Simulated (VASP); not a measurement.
# SiW6 in VASP: notebook, part 2 of 2

VASP 6.6.1. The steps go on from the part before.

## (3) Single point, PBE+D3(BJ)

INCAR

```
SYSTEM = SiW6
  PREC = Accurate
  ENCUT = 520
  EDIFF = 1E-6
  ISMEAR = 0
  SIGMA = 0.1
  LREAL = .False.
  LASPH = .True.
  NELM = 100
  ALGO = Normal
  ISIF = 2
  LWAVE = .False.
  LCHARG = .False.
  LDIPOL = .True.
  IDIPOL = 3
  DIPOL = 0.5 0.5 0.318
  GGA = PE
  IVDW = 12
  NBANDS = 53
```

KPOINTS

```
Automatic mesh
0
Gamma
  6 6 1
  0 0 0
```

POSCAR

```
SiW6
1.0
    4.4682526257      0.0000000000      0.0000000000
   -2.2341263128      3.8696202844      0.0000000000
    0.0000000000      0.0000000000     21.6259061357
W Si
6 1
Direct
    0.6666666667      0.3333333333      0.1849633479
    0.3333333333      0.6666666667      0.2271386095
    0.0000000000      0.0000000000      0.2693138710
    0.6666666667      0.3333333333      0.3085097946
    0.3333333333      0.6666666667      0.3483008428
    0.0000000000      0.0000000000      0.3849968683
    0.0000000000      0.6666666667      0.5005989607
```

Potentials or basis: VASP PAW PBE potentials, release 64 (W_sv, Si).

Command:

```
> cat potpaw_PBE.64/W_sv/POTCAR potpaw_PBE.64/Si/POTCAR > POTCAR
> mpirun -np 1 vasp_std > vasp.out
```

OUTCAR:

```text
SYSTEM = SiW6
   PREC = Accurate
   ENCUT = 520
   EDIFF = 1E-6
   ISMEAR = 0
   LREAL = .False.
   LASPH = .True.
   NELM = 100
   ISIF = 2
   GGA = PE
   IVDW = 12
 IVDW          = 12

 ion  position               nearest neighbor table
   1  0.667  0.333  0.185-   4 2.67   2 2.74   2 2.74   2 2.74   3 3.16   3 3.16   3 3.16
   2  0.333  0.667  0.227-   5 2.62   3 2.74   3 2.74   3 2.74   1 2.74   1 2.74   1 2.74   4 3.12
[... 1343 lines left out ...]
  -------------------------------------------------------------------------------------
  Total      -8.11372    -7.87203    -7.47152     0.21561     0.61740     0.24903
  in kB     -34.76566   -33.73004   -32.01396     0.92385     2.64544     1.06703
  external pressure =      -33.50 kB  Pullay stress =        0.00 kB

 VOLUME and BASIS-vectors are now :
 -----------------------------------------------------------------------------
  energy-cutoff  :      520.00
  volume of cell :      373.92
      direct lattice vectors                 reciprocal lattice vectors
     4.468252626  0.000000000  0.000000000     0.223801133  0.129211644  0.000000000
    -2.234126313  3.869620284  0.000000000     0.000000000  0.258423289  0.000000000
     0.000000000  0.000000000 21.625906136     0.000000000  0.000000000  0.046240837

 POSITION                                       TOTAL-FORCE (eV/Angst)
 -----------------------------------------------------------------------------------
      2.23413      1.28987      4.00000         0.116091      0.008933      2.087591
     -0.00000      2.57975      4.91208        -0.065116      0.072551     -0.719280
      0.00000      0.00000      5.82416         0.039740     -0.199235     -1.997536
      2.23413      1.28987      6.67180        -0.237176      0.042817     -0.192899
     -0.00000      2.57975      7.53232        -0.248819      0.175828      0.994645
      0.00000      0.00000      8.32591         0.379861     -0.347149      1.958823
     -1.48942      2.57975     10.82591         0.015419      0.246255     -2.131344
 -----------------------------------------------------------------------------------
    total drift:                               -0.000034      0.000012     -0.000856

  FREE ENERGIE OF THE ION-ELECTRON SYSTEM (eV)
  ---------------------------------------------------
  free  energy   TOTEN  =       -76.1560383993 eV

  energy  without entropy=      -76.1210407059  energy(sigma->0) =      -76.13853955

 vacuum level on the upper side and lower side of the slab         4.864         4.031
```

OSZICAR:

```text
N       E                     dE             d eps       ncg     rms          rms(c)
DAV:   1     0.990754787489E+03    0.99075E+03   -0.53315E+04  2664   0.150E+03
DAV:   2    -0.300807646093E+02   -0.10208E+04   -0.10038E+04  2404   0.454E+02
DAV:   3    -0.765731465099E+02   -0.46492E+02   -0.45197E+02  2594   0.945E+01
[... 20 lines left out ...]
DAV:  24    -0.732967599508E+02   -0.13973E-04   -0.55520E-06  1752   0.716E-03    0.357E-03
DAV:  25    -0.732967751308E+02   -0.15180E-04   -0.27456E-06  1728   0.443E-03    0.169E-03
DAV:  26    -0.732967817084E+02   -0.65776E-05   -0.10268E-06  1600   0.256E-03    0.718E-04
DAV:  27    -0.732967834771E+02   -0.17687E-05   -0.31344E-07  1464   0.175E-03    0.253E-04
DAV:  28    -0.732967841635E+02   -0.68640E-06   -0.86214E-08  1392   0.102E-03
   1 F= -.76156038E+02 E0= -.76138540E+02  d E =-.349977E-01
```

stdout:

```text
POSCAR found type information on POSCAR W Si
 POSCAR found :  2 types and       7 ions
 scaLAPACK will be used
 LDA part: xc-table for (Slater+PW92), standard interpolation
 POSCAR, INCAR and KPOINTS ok, starting setup
 FFT: planning ... GRIDC
 FFT: planning ... GRID_SOFT
 FFT: planning ... GRID
 WAVECAR not read
 entering main loop
```

Wall time 7 min (1 thread of Intel Xeon 6975P-C (Granite Rapids), shared host); peak memory 0.67 GiB.

Results:

- Free energy: -76.1560 eV
- Largest force: 2.146 eV/Å
- Band gap on the k mesh: zero (bands 44 and 45 overlap by 0.24 eV)
- Dispersion energy per atom: -0.408 eV

Forces on the atoms (eV/Å):
```
W    0.116  0.009  2.088
W   -0.065  0.073 -0.719
W    0.040 -0.199 -1.998
W   -0.237  0.043 -0.193
W   -0.249  0.176  0.995
W    0.380 -0.347  1.959
Si   0.015  0.246 -2.131
```

Levels at points of the mesh, in eV from the Fermi level:
```csv
k point,band 41,band 42,band 43,band 44,band 45,band 46,band 47,band 48
"(0.00, 0.00, 0.00)",-1.11,-1.08,-0.95,-0.43,0.73,1.21,1.41,1.61
"(0.50, 0.00, 0.00)",-0.98,-0.69,-0.20,0.05,0.27,0.51,0.59,1.08
"(0.00, 0.50, 0.00)",-1.03,-0.77,-0.31,0.06,0.21,0.28,0.78,0.93
"(0.50, 0.50, 0.00)",-1.24,-0.77,-0.28,0.00,0.16,0.27,0.74,1.28
```

Caveat: spin-orbit coupling is left out, which moves the levels of the heavy elements.

## (4) Single point, PBE+D3(BJ)

INCAR

```
SYSTEM = SiW6
ALGO = Normal ; DIPOL = 0.5 0.5 0.318
EDIFF = 1E-6 ; ENCUT = 520
GGA = PE ; IDIPOL = 3
ISIF = 2 ; ISMEAR = 0
IVDW = 12 ; LASPH = .TRUE.
LCHARG = .FALSE. ; LDIPOL = .TRUE.
LREAL = .FALSE. ; LWAVE = .FALSE.
NBANDS = 53 ; NELM = 80
PREC = Accurate ; SIGMA = 0.1
```

KPOINTS

```
k-points
0
G
  6 6 1
  0 0 0
```

Edit POSCAR of step 3 so:

```diff
@@ -14,2 +14,2 @@
     0.0000000000      0.0000000000      0.3849968683
-    0.0000000000      0.6666666667      0.5005989607
+    0.0000000000      0.8888888889      0.5005989607
```

Command:

```
> cat potpaw_PBE.64/W_sv/POTCAR potpaw_PBE.64/Si/POTCAR > POTCAR
> mpirun -np 1 vasp_std > vasp.out
```

Wall time 7.9 min (1 thread of Intel Xeon 6975P-C (Granite Rapids), shared host); peak memory 0.67 GiB.

Results (log left out):

- Free energy: -76.0975 eV
- Largest force: 2.631 eV/Å
- Band gap on the k mesh: zero (bands 44 and 45 overlap by 0.21 eV)
- Dispersion energy per atom: -0.408 eV

Forces on the atoms (eV/Å):
```
W    0.042 -0.038  2.123
W   -0.016  0.052 -0.616
W    0.039 -0.141 -2.627
W   -0.063  0.063 -0.192
W   -0.139  0.194  0.848
W   -0.006  0.065  1.488
Si   0.142 -0.196 -1.025
```

Levels at points of the mesh, in eV from the Fermi level:
| k point | band 41 | band 42 | band 43 | band 44 | band 45 | band 46 | band 47 | band 48 |
| --- | --- | --- | --- | --- | --- | --- | --- | --- |
| (0.00, 0.00, 0.00) | -1.20 | -1.05 | -1.04 | -0.36 | 0.71 | 0.74 | 1.05 | 1.61 |
| (0.50, 0.00, 0.00) | -1.05 | -0.75 | -0.19 | 0.01 | 0.30 | 0.46 | 0.63 | 0.84 |
| (0.00, 0.50, 0.00) | -0.96 | -0.77 | -0.21 | -0.01 | 0.29 | 0.48 | 0.66 | 0.75 |
| (0.50, 0.50, 0.00) | -1.17 | -0.74 | -0.18 | 0.00 | 0.28 | 0.31 | 0.62 | 1.01 |

Caveat: spin-orbit coupling is left out, which moves the levels of the heavy elements.

## (5) Summary

```tsv
cell	gap on the mesh (eV)	largest force (eV/Å)
as given, atomic positions A	none	2.20
as given, atomic positions B	none	2.15
as given, atomic positions C	none	2.63
```

Alike in all rows: task single point; level PBE+D3(BJ); potentials or basis VASP PAW PBE potentials, release 64 (W_sv, Si); no spin polarisation; k mesh 6 × 6 × 1; cutoff (eV) 520; smearing gaussian 0.1 eV.

Caveats: spin-orbit coupling is left out, which moves the levels of the heavy elements.

Absolute energies hang on the potentials; compare differences alone.
